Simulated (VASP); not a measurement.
Here is a VASP 6.6.1 calculation.

INCAR

```
SYSTEM = Mo
PREC     = Accurate       ! precision mode
ENCUT    = 520            ! plane-wave cutoff, eV
EDIFF    = 1E-6           ! SCF threshold, eV
ISMEAR   = 0              ! smearing method
SIGMA    = 0.15           ! smearing width, eV
LREAL    = .False.        ! projectors in reciprocal space
LASPH    = .True.         ! aspherical terms in the spheres
NELM     = 80             ! most SCF steps
ALGO     = Fast           ! electronic algorithm
ISIF     = 2              ! what is computed and relaxed
LWAVE    = .False.        ! write WAVECAR
LCHARG   = .True.         ! write CHGCAR
LELF     = .True.         ! ELF
LVHAR    = .True.       
NBANDS   = 13             ! bands
```

KPOINTS

```
Automatic mesh
0
Gamma
  24 24 20
  0 0 0
```

Contents of POSCAR:

```
Mo
1.0
    2.6913815451      0.0000000000      0.0000000000
   -1.3456907725      2.3308047893      0.0000000000
    0.0000000000      0.0000000000      2.6396589451
Mo
1
Direct
    0.0000000000      0.0000000000      0.5000000000
```

Potentials or basis: VASP PAW LDA potentials, release 64 (Mo_sv).

Run with:

```console
$ cat potpaw_LDA.64/Mo_sv/POTCAR > POTCAR
$ mpirun -np 1 vasp_std > vasp.out
```

Question: Predict the pressure.

Answer: -6.0 GPa.

Question: What does it give for the band gap on the k mesh?

Answer: Zero (bands 7 and 8 overlap by 1.85 eV).

Stress tensor (GPa, compression positive):
```
  1.24   0.00   0.00
  0.00   1.24   0.00
  0.00   0.00 -20.42
```

Caveat: the stress differs along the axes, from -20 to 1 GPa.
